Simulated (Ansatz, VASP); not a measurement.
One calculation of Cr, two programs

```
CELL_PARAMETERS angstrom
0.00000 1.96796 4.29192
1.37483 0.00000 4.29192
1.37483 1.96796 0.00000
ATOMIC_POSITIONS crystal
Cr 0.13176 0.13176 0.86824
Cr 0.86824 0.86824 0.13176
```

Alike in both runs: functional PBEsol; k mesh 8 × 8 × 8; occupations gaussian, width 0.1 eV; no spin polarisation.

Ansatz relaxed the structure, and its values are those at the end. VASP's run is a single point on that final structure, the one shown.

```csv
,VASP,Ansatz
version,VASP 6.6.1,Ansatz 0.2.0
potentials or method,"VASP PAW PBE potentials, release 64 (Cr_sv), cutoff 700 eV","scalar-relativistic, plane waves, PAW"
valence electrons in the cell,28,28
```

```tsv
	VASP	Ansatz	Ansatz less VASP
gap on the k mesh at the Fermi level (eV)	none	none	-
pressure (GPa)	-0.9	0.0	+0.86
rms of the force components (eV/Å)	0.004	0.010	+0.0061
```

VASP's potentials were made for PBE, not for PBEsol. A gap of «none» marks a metal or a gap that the smearing closes.

The k mesh is coarse, so the values compare programs but aren't converged.
